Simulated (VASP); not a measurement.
# CaTaO (P4/mmm) in VASP: further runs

CaTaO is run at these levels: PBE; tasks: single point, relaxation of cell and atoms.

All numbers are computed with VASP 6.6.1; they aren't measurements. Logs are shortened: lines on timing, memory, paths and dates and some standing lists are left out, and cuts for length are marked.

## 1. The cell of the first run

It takes space group P4/mmm (No. 123, tetragonal). Conventional cell: a = 3.419 Å, b = 3.419 Å, c = 4.170 Å, α = 90.00°, β = 90.00°, γ = 90.00°. Ca (site symmetry 4/mmm) has 4 O at 2.42 Å and 8 Ta at 3.19 Å within 3.2 Å. Within 2.8 Å of Ta (site symmetry 4/mmm) lie 2 O at 2.09 Å. Within 2.8 Å of O (site symmetry 4/mmm) lie 2 Ta at 2.09 Å and 4 Ca at 2.42 Å.

## 2. Single point, PBE

INCAR reads:

```
SYSTEM = CaTaO
PREC = Accurate
ENCUT = 520
EDIFF = 1E-7
ISMEAR = 0
SIGMA = 0.1
LREAL = .False.
LASPH = .True.
NELM = 100
ALGO = Normal
ISIF = 2
LWAVE = .False.
LCHARG = .False.
GGA = PE
NBANDS = 20
```

KPOINTS reads:

```
regular mesh
0
Gamma
  14 14 12
  0 0 0
```

POSCAR reads:

```
CaTaO
1.0
    3.4188037360      0.0000000000      0.0000000000
    0.0000000000      3.4188037360      0.0000000000
    0.0000000000      0.0000000000      4.1700884364
Ca Ta O
1 1 1
Direct
    0.5000000000      0.5000000000      0.5000000000
    0.0000000000      0.0000000000      0.0000000000
    0.0000000000      0.0000000000      0.5000000000
```

Potentials or basis: VASP PAW PBE potentials, release 64 (Ca_sv, Ta_pv, O).

Run with:

```
$ cat potpaw_PBE.64/Ca_sv/POTCAR potpaw_PBE.64/Ta_pv/POTCAR potpaw_PBE.64/O/POTCAR > POTCAR
$ mpirun -np 1 vasp_std > vasp.out
```

OUTCAR:

```text
SYSTEM = CaTaO
   PREC = Accurate
   ENCUT = 520
   EDIFF = 1E-7
   ISMEAR = 0
   LREAL = .False.
   LASPH = .True.
   NELM = 100
   ISIF = 2
   GGA = PE

 ion  position               nearest neighbor table
   1  0.500  0.500  0.500-   3 2.42   3 2.42   3 2.42   3 2.42   2 3.19   2 3.19   2 3.19   2 3.19
                             2 3.19   2 3.19   2 3.19   2 3.19
   2  0.000  0.000  0.000-   3 2.09   3 2.09   1 3.19   1 3.19   1 3.19   1 3.19   1 3.19   1 3.19
                             1 3.19   1 3.19
   3  0.000  0.000  0.500-   2 2.09   2 2.09   1 2.42   1 2.42   1 2.42   1 2.42

  LATTYP: Found a simple tetragonal cell.
 ALAT       =     3.4188037360
 C/A-ratio  =     1.2197507545

  Lattice vectors:

 A1 = (   3.4188037360,   0.0000000000,   0.0000000000)
 A2 = (   0.0000000000,   3.4188037360,   0.0000000000)
 A3 = (   0.0000000000,   0.0000000000,   4.1700884364)

Analysis of symmetry for initial positions (statically):
=====================================================================
 Subroutine PRICEL returns:
 Original cell was already a primitive cell.

 Routine SETGRP: Setting up the symmetry group for a
 simple tetragonal supercell.

 Subroutine GETGRP returns: Found 16 space group operations
 (whereof 16 operations were pure point group operations)
 out of a pool of 16 trial point group operations.

The static configuration has the point symmetry D_4h.

Analysis of symmetry for dynamics (positions and initial velocities):
=====================================================================
 Subroutine PRICEL returns:
 Original cell was already a primitive cell.

 Routine SETGRP: Setting up the symmetry group for a
 simple tetragonal supercell.

 Subroutine GETGRP returns: Found 16 space group operations
 (whereof 16 operations were pure point group operations)
 out of a pool of 16 trial point group operations.

The dynamic configuration has the point symmetry D_4h.

 Subroutine INISYM returns: Found 16 space group operations
 (whereof 16 operations are pure point group operations),
 and found     1 'primitive' translations

----------------------------------------------------------------------------------------

                                     Primitive cell

  volume of cell :      48.7409

  direct lattice vectors                    reciprocal lattice vectors
     3.418803736  0.000000000  0.000000000     0.292499973  0.000000000  0.000000000
     0.000000000  3.418803736  0.000000000     0.000000000  0.292499973  0.000000000
     0.000000000  0.000000000  4.170088436     0.000000000  0.000000000  0.239803068

  length of vectors
     3.418803736  3.418803736  4.170088436     0.292499973  0.292499973  0.239803068

  position of ions in fractional coordinates (direct lattice)
     0.500000000  0.500000000  0.500000000
     0.000000000  0.000000000  0.000000000
     0.000000000  0.000000000  0.500000000

  ion indices of the primitive-cell ions
   primitive index   ion index
                 1           1
                 2           2
                 3           3

----------------------------------------------------------------------------------------

 KPOINTS: regular mesh

Automatic generation of k-mesh.
 Grid dimensions read from file:
 generate k-points for:   14   14   12

 Generating k-lattice:

  Cartesian coordinates                     Fractional coordinates (reciprocal lattice)
     0.020892855  0.000000000  0.000000000     0.071428571  0.000000000  0.000000000
     0.000000000  0.020892855  0.000000000     0.000000000  0.071428571  0.000000000
     0.000000000  0.000000000  0.019983589     0.000000000  0.000000000  0.083333333

  Length of vectors
     0.020892855  0.020892855  0.019983589

  Shift w.r.t. Gamma in fractional coordinates (k-lattice)
     0.000000000  0.000000000  0.000000000

 Subroutine IBZKPT returns following result:
 ===========================================

 Found    252 irreducible k-points:

 Following reciprocal coordinates:
            Coordinates               Weight
  0.000000  0.000000  0.000000      1.000000
  0.071429  0.000000  0.000000      4.000000
  0.142857  0.000000  0.000000      4.000000
  0.214286  0.000000  0.000000      4.000000
  0.285714  0.000000  0.000000      4.000000
  0.357143  0.000000  0.000000      4.000000
[... 16 lines left out ...]
  0.285714  0.214286  0.000000      8.000000
  0.357143  0.214286  0.000000      8.000000
 [... further k-points ...]
   k-points           NKPTS =    252   k-points in BZ     NKDIM =    252   number of bands    NBANDS=     20
   number of dos      NEDOS =    301   number of ions     NIONS =      3
   total plane-waves  NPLWV =  25088
   dimension x,y,z NGX =    28 NGY =   28 NGZ =   32
   dimension x,y,z NGXF=    56 NGYF=   56 NGZF=   64
   ions per type =               1   1   1
   NGX,Y,Z   is equivalent  to a cutoff of  13.62, 13.62, 12.76 a.u.
   NGXF,Y,Z  is equivalent  to a cutoff of  27.23, 27.23, 25.51 a.u.
 SYSTEM =  CaTaO
   PREC   = accura    normal or accurate (medium, high low for compatibility)
   ISTART =      0    job   : 0-new  1-cont  2-samecut
   ICHARG =      2    charge: 1-file 2-atom 10-const
   ISPIN  =      1    spin polarized calculation?
   LNONCOLLINEAR =      F non collinear calculations
   LSORBIT =      F    spin-orbit coupling
   LASPH  =      T    aspherical Exc in radial PAW
   ENCUT  =  520.0 eV  38.22 Ry    6.18 a.u.   6.36  6.36  7.75*2*pi/ulx,y,z
   NELM   =    100;   NELMIN=  2; NELMDL= -5     # of ELM steps
   EDIFF  = 0.1E-06   stopping-criterion for ELM
   LREAL  =      F    real-space projection
   EDIFFG = 0.1E-05   stopping-criterion for IOM
   NSW    =      0    number of steps for IOM
   IBRION =     -1    ionic relax: 0-MD 1-quasi-New 2-CG
   NFREE  =      0    steps in history (QN), initial steepest desc. (CG)
   ISIF   =      2    stress and relaxation
   ISYM   =      2    0-nonsym 1-usesym 2-fastsym
   POTIM  = 0.5000    time-step for ionic-motion
   TEBEG  =    0.0;   TEEND  =   0.0 temperature during run
   PSTRESS=    0.0 pullay stress
   NELECT =      27.0000    total number of electrons
   NUPDOWN=      -1.0000    fix difference up-down
   EMIN   =  10.00;   EMAX   =-10.00  energy-range for DOS
   EFERMI =   0.00;   METHOD = LEGACY
   ISMEAR =     0;   SIGMA  =   0.10  broadening in eV -4-tet -1-fermi 0-gaus
   EFERMI_NEDOS =   21; number of points for ismear=-14 and -15
   IALGO  =     38    algorithm
   IMIX   =      4    mixing-type and parameters
     AMIX     =   0.40;   BMIX     =  1.00
     AMIX_MAG =   1.60;   BMIX_MAG =  1.00
  volume/ion in A,a.u.               =      16.25       109.64
  Fermi-wavevector in a.u.,A,eV,Ry     =   1.344513  2.540760 24.595445  1.807714
  Thomas-Fermi vector in A             =   2.472500
   LORBIT       =      0    0 simple, 1 ext, 2 COOP (PROOUT), +10 PAW based schemes
   GGA     = PE    functional components
   LHFCALC =     F    Hartree Fock is set to
   AEXX    =    0.0000 exact exchange contribution
   IVDW    =     0    specifies the selected vdW correction
   LEPSILON=     F    determine dielectric tensor
   LRPA    =     F    only Hartree local field effects (RPA)
 non-spin polarized calculation
 Gauss-broadening in eV      SIGMA  =   0.10
  energy-cutoff  :      520.00
  volume of cell :       48.74
 maximum number of plane-waves:      1336
 NGX is ok and might be reduce to    28
   NGX = 13   NGY = 13   NGZ = 15

 number of electron      27.0000005 magnetization

 Free energy of the ion-electron system (eV)
  ---------------------------------------------------
  ext. energy  EPLUGINS =         0.00000000
  ---------------------------------------------------
  free energy    TOTEN  =       -22.41382957 eV

  energy without entropy =      -22.40430739  energy(sigma->0) =      -22.40906848

 E-fermi :   5.3695     XC(G=0): -11.1628

 val. band max:        5.3668444320   @ k =   0.2143   0.0000   0.0833
 cond. band min:       5.3705014060   @ k =   0.3571   0.1429   0.2500
 fundamental gap:      0.0036569740
 Fermi energy:         5.3694658708

 k-point     1 :       0.0000    0.0000    0.0000
  band No.  band energies     occupation
      1     -34.8015      2.00000
      2     -30.0390      2.00000
      3     -29.5112      2.00000
      4     -29.5112      2.00000
      5     -15.8562      2.00000
      6     -15.8562      2.00000
[... 12 lines left out ...]
     19       9.5708      0.00000
     20      11.1430      0.00000

 k-point     2 :       0.0714    0.0000    0.0000
  band No.  band energies     occupation
      1     -34.7997      2.00000
      2     -30.0382      2.00000
      3     -29.5174      2.00000
      4     -29.5106      2.00000
      5     -16.0314      2.00000
      6     -15.8531      2.00000
[... 12 lines left out ...]
     19       9.5827      0.00000
     20      10.7848      0.00000

 k-point     3 :       0.1429    0.0000    0.0000
  band No.  band energies     occupation
      1     -34.7949      2.00000
      2     -30.0363      2.00000
      3     -29.5349      2.00000
      4     -29.5091      2.00000
      5     -16.3129      2.00000
      6     -15.8444      2.00000
[... 12 lines left out ...]
     19       9.6209      0.00000
     20      10.1504      0.00000

 k-point     4 :       0.2143    0.0000    0.0000
  band No.  band energies     occupation
      1     -34.7879      2.00000
      2     -30.0334      2.00000
      3     -29.5600      2.00000
      4     -29.5068      2.00000
      5     -16.5820      2.00000
      6     -15.8319      2.00000
[... 12 lines left out ...]
     19       9.6238      0.00000
     20       9.6961      0.00000

 k-point     5 :       0.2857    0.0000    0.0000
  band No.  band energies     occupation
      1     -34.7802      2.00000
      2     -30.0303      2.00000
      3     -29.5877      2.00000
      4     -29.5043      2.00000
      5     -16.8112      2.00000
      6     -15.8178      2.00000
[... 12 lines left out ...]
     19       9.3720      0.00000
     20       9.8302      0.00000
[... 353 lines left out ...]
      6     -15.8669      2.00000
[... 12 lines left out ...]
     19       9.8141      0.00000
     20      10.0839      0.00000

 k-point    22 :       0.2143    0.2143    0.0000
  band No.  band energies     occupation
      1     -34.7744      2.00000
      2     -30.0282      2.00000
      3     -29.5571      2.00000
      4     -29.5554      2.00000
      5     -16.6423      2.00000
      6     -15.9805      2.00000
[... 12 lines left out ...]
     19       9.6371      0.00000
     20       9.7632      0.00000

 k-point    23 :       0.2857    0.2143    0.0000
  band No.  band energies     occupation
      1     -34.7667      2.00000
      2     -30.0252      2.00000
      3     -29.5844      2.00000
      4     -29.5541      2.00000
      5     -16.7145      2.00000
      6     -15.9941      2.00000
[... 12 lines left out ...]
     19       9.8542      0.00000
     20      10.0198      0.00000

 k-point    24 :       0.3571    0.2143    0.0000
  band No.  band energies     occupation
      1     -34.7597      2.00000
      2     -30.0225      2.00000
      3     -29.6095      2.00000
      4     -29.5522      2.00000
      5     -16.7940      2.00000
      6     -15.9772      2.00000
[... 12 lines left out ...]
     19       9.9503      0.00000
     20      10.2891      0.00000

 [... further k-points ...]
[... 5 lines left out ...]
  --------------------------------------------------------------------------------------
  -------------------------------------------------------------------------------------
  Total        0.1122980      0.1122980      0.1127672      0.0000000      0.0000000     -0.0000000
  in kB        3.6913807      3.6913807      3.7068052      0.0000000      0.0000000     -0.0000000
  external PRESSURE =       3.6965222 kB  Pullay stress =       0.0000000 kB

 VOLUME and BASIS-vectors are now :
 -----------------------------------------------------------------------------
  energy-cutoff  :      520.00
  volume of cell :       48.74
      direct lattice vectors                 reciprocal lattice vectors
     3.418803736  0.000000000  0.000000000     0.292499973  0.000000000  0.000000000
     0.000000000  3.418803736  0.000000000     0.000000000  0.292499973  0.000000000
     0.000000000  0.000000000  4.170088436     0.000000000  0.000000000  0.239803068

 POSITION                                       TOTAL-FORCE (eV/Angst)
 -----------------------------------------------------------------------------------
      1.70940      1.70940      2.08504         0.000000      0.000000      0.000000
      0.00000      0.00000      0.00000         0.000000      0.000000      0.000000
      0.00000      0.00000      2.08504         0.000000      0.000000      0.000000
 -----------------------------------------------------------------------------------
    total drift:                               -0.000000      0.000000      0.000000

  FREE ENERGIE OF THE ION-ELECTRON SYSTEM (eV)
  ---------------------------------------------------
  free  energy   TOTEN  =       -22.4138295717 eV

  energy  without entropy=      -22.4043073880  energy(sigma->0) =      -22.40906848
```

Run time: 3 min. Hardware: 1 thread of Intel Xeon 6975P-C, shared host; peak memory 0.39 GiB.

What came out:

```yaml
Free_energy: -22.4138 eV
Pressure: 0.4 GPa
```

Levels at points of the mesh, in eV from the Fermi level:
| k point | band 10 | band 11 | band 12 | band 13 | band 14 | band 15 | band 16 | band 17 |
| --- | --- | --- | --- | --- | --- | --- | --- | --- |
| (0.00, 0.00, 0.00) | -5.03 | -5.03 | -4.97 | -2.04 | 0.43 | 0.43 | 1.99 | 3.04 |
| (0.50, 0.00, 0.00) | -5.78 | -5.61 | -2.36 | -0.83 | -0.42 | 0.86 | 1.15 | 3.29 |
| (0.50, 0.50, 0.00) | -5.60 | -5.34 | -2.45 | -1.62 | -1.62 | 3.42 | 3.42 | 3.47 |
| (0.00, 0.00, 0.50) | -5.59 | -5.59 | -3.90 | -1.35 | 1.40 | 1.91 | 2.33 | 2.71 |
| (0.50, 0.00, 0.50) | -7.29 | -6.31 | -2.68 | 0.26 | 0.47 | 0.89 | 2.87 | 3.42 |
| (0.50, 0.50, 0.50) | -6.24 | -6.24 | -1.55 | 0.44 | 0.44 | 1.60 | 1.60 | 3.51 |

Caveat: spin-orbit coupling is left out, which moves the levels of the heavy elements; an odd number of electrons without spin polarisation forces a metal; a magnetic or distorted state may lie lower.

## 3. Relaxation of cell and atoms, PBE

This run uses another cell than the first one, of 16.20 Å³/atom, 0.997 times its volume.

INCAR reads:

```
SYSTEM = CaTaO
PREC     = Accurate       ! precision mode
ENCUT    = 600            ! plane-wave cutoff, eV
EDIFF    = 1E-6           ! SCF threshold, eV
ISMEAR   = 0              ! smearing method
SIGMA    = 0.1            ! smearing width, eV
LREAL    = .False.        ! projectors in reciprocal space
LASPH    = .True.         ! aspherical terms in the spheres
NELM     = 100            ! most SCF steps
ALGO     = Normal         ! electronic algorithm
ISIF     = 3              ! what is computed and relaxed
LWAVE    = .False.        ! write WAVECAR
LCHARG   = .False.        ! write CHGCAR
GGA      = PE             ! functional
IBRION   = 2              ! ionic algorithm
NSW      = 100            ! ionic steps
EDIFFG   = -0.01          ! ionic threshold
```

KPOINTS reads:

```
Automatic mesh
0
Gamma
  14 14 12
  0 0 0
```

POSCAR reads:

```
CaTaO
1.0
    3.4117141036      0.0000000000      0.0000000000
    0.0000000000      3.4117141036      0.0000000000
    0.0000000000      0.0000000000      4.1761671405
Ca Ta O
1 1 1
Direct
    0.5000000000      0.5000000000      0.5000000000
    0.0000000000      0.0000000000      0.0000000000
    0.0000000000      0.0000000000      0.5000000000
```

Potentials or basis: VASP PAW PBE potentials, release 64 (Ca_sv, Ta_pv, O).

Run with:

```
$ cat potpaw_PBE.64/Ca_sv/POTCAR potpaw_PBE.64/Ta_pv/POTCAR potpaw_PBE.64/O/POTCAR > POTCAR
$ mpirun -np 1 vasp_std > vasp.out
```

Wall time 7.7 min (1 thread of Intel Xeon 6975P-C, shared host); peak memory 0.43 GiB.

The run converged. Its results:

```yaml
Free_energy: -22.4167 eV
Relaxed_volume: 16.30 Å³/atom
Relaxed_cell: a = 3.424 Å, b = 3.424 Å, c = 4.170 Å, α = 90.00°, β = 90.00°, γ = 90.00°
Space_group_after_relaxing_to_0.05_Å: P4/mmm (No. 123)
Energy_gained_by_relaxing: 0.2 meV/atom
Ionic_steps: 5
Pressure_after_relaxing: 0.0 GPa
```

Step by step:
| step | energy change (eV) | largest force (eV/Å) | pressure (GPa) | volume (Å³) |
| --- | --- | --- | --- | --- |
| 1 | 0.0000 | 0.0000 | 0.44 | 48.61 |
| 2 | -0.0005 | 0.0000 | -0.22 | 48.93 |
| 3 | -0.0005 | 0.0000 | -0.17 | 48.89 |
| 4 | -0.0006 | 0.0000 | 0.07 | 48.90 |
| 5 | -0.0007 | 0.0000 | 0.01 | 48.90 |

Final structure:
```
Ca Ta O
1.0
     3.42414    0.00000    0.00000
     0.00000    3.42414    0.00000
     0.00000    0.00000    4.17031
Ca Ta O
1 1 1
Direct
  0.50000 0.50000 0.50000
  0.00000 0.00000 0.00000
  0.00000 0.00000 0.50000
```

Levels at points of the mesh, in eV from the Fermi level:
```
           k point  band 11  band 12  band 13  band 14  band 15  band 16
(0.00, 0.00, 0.00)    -5.03    -4.96    -2.03     0.43     0.43     1.98
(0.50, 0.00, 0.00)    -5.60    -2.35    -0.82    -0.42     0.85     1.14
(0.50, 0.50, 0.00)    -5.33    -2.44    -1.61    -1.61     3.40     3.40
(0.00, 0.00, 0.50)    -5.59    -3.89    -1.34     1.40     1.89     2.32
(0.50, 0.00, 0.50)    -6.31    -2.68     0.26     0.46     0.90     2.87
(0.50, 0.50, 0.50)    -6.24    -1.54     0.43     0.43     1.61     1.61
```

Caveat: spin-orbit coupling is left out, which moves the levels of the heavy elements; an odd number of electrons without spin polarisation forces a metal; a magnetic or distorted state may lie lower.
